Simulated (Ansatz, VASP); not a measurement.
## Rh: VASP beside Ansatz

```
CELL_PARAMETERS angstrom
0.00000 1.94972 1.94972
1.94972 0.00000 1.94972
1.94972 1.94972 0.00000
ATOMIC_POSITIONS crystal
Rh 0.00000 0.00000 0.00000
```

Alike in both runs: functional BLYP; k mesh 14 × 14 × 14; occupations fermi-dirac, width 0.05 eV; collinear spin.

Ansatz relaxed the structure, and its values are those at the end. VASP's run is a single point on that final structure, the one shown.

|  | VASP | Ansatz |
| --- | --- | --- |
| version | VASP 6.6.1 | Ansatz 0.2.0 |
| potentials or method | VASP PAW PBE potentials, release 64 (Rh_pv), cutoff 520 eV | plane waves (420 eV) with PAW, scalar-relativistic |
| valence electrons in the cell | 15 | 17 |

VASP gave:

| Item | Value |
| --- | --- |
| pressure (GPa) | 0.5 |
| net moment per atom (μB) | 0.00 |

Which values does Ansatz return?

Pressure (GPa): 0.0; net moment per atom (μB): 0.00.

VASP's potentials were made for PBE, not for BLYP. VASP's potentials hold 15 valence electrons a cell and Ansatz's 17, so a difference there can come from the potentials and not from the codes. Ansatz's warnings: seeded moment not kept.
